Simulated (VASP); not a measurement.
**ZrO2: single point with PBE**

Crystal: ZrO2.

```xyz
3
Lattice="0.0000 2.5447 2.5447 2.5447 0.0000 2.5447 2.5447 2.5447 0.0000" Properties=species:S:1:pos:R:3 pbc="T T T"
Zr    0.0000    0.0000    0.0000
O     1.2724    1.2724    1.2724
O     3.8171    3.8171    3.8171
```

```yaml
Program: VASP 6.6.1
Task: single point
Functional: PBE
Potentials_or_basis: VASP PAW PBE potentials, release 64 (Zr_sv, O)
Cutoff: 600 eV
k_mesh: 8 × 8 × 8
Occupations: gaussian, width 0.01 eV
Spin: no spin polarisation
Dipole_correction: no
Further_INCAR_settings: ALGO = Normal; EDIFF = 1e-06; NBANDS = 19
```

| Item | Value |
| --- | --- |
| Pressure | 3.9 GPa |
| Band gap on the k mesh | 3.36 eV (least direct gap 3.80 eV) |

Levels at points of the mesh, in eV from the valence-band top:
```
           k point  band 9  band 10  band 11  band 12  band 13  band 14  band 15  band 16
(0.00, 0.00, 0.00)   -5.23    -0.53    -0.53    -0.53     3.36     3.36     6.58     9.37
(0.50, 0.00, 0.00)   -2.53    -2.47    -1.64    -1.64     4.00     4.00     6.09     8.47
(0.50, 0.50, 0.00)   -3.15    -1.51    -1.51     0.00     3.80     4.74     5.83     7.28
```

Wall time 42 s on 1 thread of Intel Xeon 8259CL, with other jobs on the host, peak memory 0.18 GiB.

Caveat: the cell stands under pressure. A k mesh can miss the band edges.
